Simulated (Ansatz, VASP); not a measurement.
GaSb in VASP and in Ansatz

The input INCAR:

```
SYSTEM = GaSb
PREC     = Accurate       ! precision mode
ENCUT    = 520            ! plane-wave cutoff, eV
EDIFF    = 1E-6           ! SCF threshold, eV
ISMEAR   = -1             ! smearing method
SIGMA    = 0.02           ! smearing width, eV
LREAL    = .FALSE.        ! projectors in reciprocal space
LASPH    = .TRUE.         ! aspherical terms in the spheres
NELM     = 60             ! most SCF steps
ALGO     = Normal         ! electronic algorithm
ISIF     = 2              ! what is computed and relaxed
LWAVE    = .FALSE.        ! write WAVECAR
LCHARG   = .FALSE.        ! write CHGCAR
GGA      = PE             ! functional
NBANDS   = 16             ! bands
```

Contents of KPOINTS:

```
Automatic mesh
0
G
  8 8 8
  0 0 0
```

The input POSCAR:

```
GaSb
1.0
    0.0000000000      3.1885139520      2.9619314129
    3.1885139520      0.0000000000      2.9619314129
    3.1885139520      3.1885139520      0.0000000000
Ga Sb
1 1
Direct
    0.0000000000      0.0000000000      0.0000000000
    0.2500000000      0.2500000000      0.2500000000
```

Input for Ansatz:

```yaml
crystal:
  lattice:
    - [0.0, 3.188513952, 2.9619314129]
    - [3.188513952, 0.0, 2.9619314129]
    - [3.188513952, 3.188513952, 0.0]
  atoms:
    - { symbol: Ga, position: [0.0, 0.0, 0.0] }
    - { symbol: Sb, position: [0.25, 0.25, 0.25] }
kpoints:
  mp_grid: { grid: [8, 8, 8] }
  band_path:
    path:
      - [0.0, 0.0, 0.0]
      - [-0.5, -0.5, 0.0]
      - [-0.375, -0.375, 0.25]
      - [-0.375, 0.0, 0.375]
      - [0.0, 0.0, 0.5]
      - [-0.5, -0.25, 0.25]
    npoints: 1
hamiltonian:
  xc: pbe
scf:
  occupations: { method: fermi_dirac, width: 0.02 }
  n_extra_bands: 4
output:
  forces: true
  stress: true
  eigenvalues: true
```

Change from the starting cell: epitaxial_xy strain +4.0%.

Alike in both runs: task single point; functional PBE; k mesh 8 × 8 × 8; occupations fermi-dirac, width 0.02 eV; no spin polarisation.

```csv
,VASP,Ansatz
version,VASP 6.6.1,Ansatz 0.2.0
potentials or method,"VASP PAW PBE potentials, release 64 (Ga_d, Sb)","plane waves, PAW"
plane-wave cutoff (eV),520,420
valence electrons in the cell,18,28
```

Ansatz gave:

* pressure (GPa): -0.2
* traceless stress, the component that is largest in VASP (GPa): 1.77

Task: Estimate VASP's values.

Result: Pressure (GPa): -0.1; traceless stress, the component that is largest in VASP (GPa): 1.76.

VASP's potentials hold 18 valence electrons a cell and Ansatz's 28, so a difference there can come from the potentials and not from the codes.

Spin-orbit coupling is off throughout.
